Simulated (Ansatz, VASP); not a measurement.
One calculation of Al2Cu, two programs

```xyz
6
Lattice="-3.0278 3.0278 2.4042 3.0278 -3.0278 2.4042 3.0278 3.0278 -2.4042" Properties=species:S:1:pos:R:3 pbc="T T T"
Al    0.9631    3.9909    0.0000
Al    2.0647    0.9631    0.0000
Al    2.0647   -0.9631    2.4042
Al    0.9631    2.0647    2.4042
Cu    0.0000    0.0000    1.2021
Cu    0.0000    0.0000    3.6064
```

Alike in both runs: functional r2SCAN; k mesh 9 × 9 × 9; occupations fermi-dirac, width 0.1 eV; no spin polarisation.

Ansatz relaxed the structure, and its values are those at the end. VASP's run is a single point on that final structure, the one shown.

|  | VASP | Ansatz |
| --- | --- | --- |
| version | VASP 6.6.1 | Ansatz 0.2.0 |
| potentials or method | VASP PAW PBE potentials, release 64 (Al, Cu), cutoff 520 eV | PAW plane waves |
| valence electrons in the cell | 34 | 50 |

```csv
,VASP,Ansatz,Ansatz less VASP
pressure (GPa),-2.3,-2.2,+0.13
```

VASP's potentials were made for PBE, not for r2SCAN. VASP's potentials hold 34 valence electrons a cell and Ansatz's 50, so a difference there can come from the potentials and not from the codes. Ansatz's warnings: stress scf threshold loose.
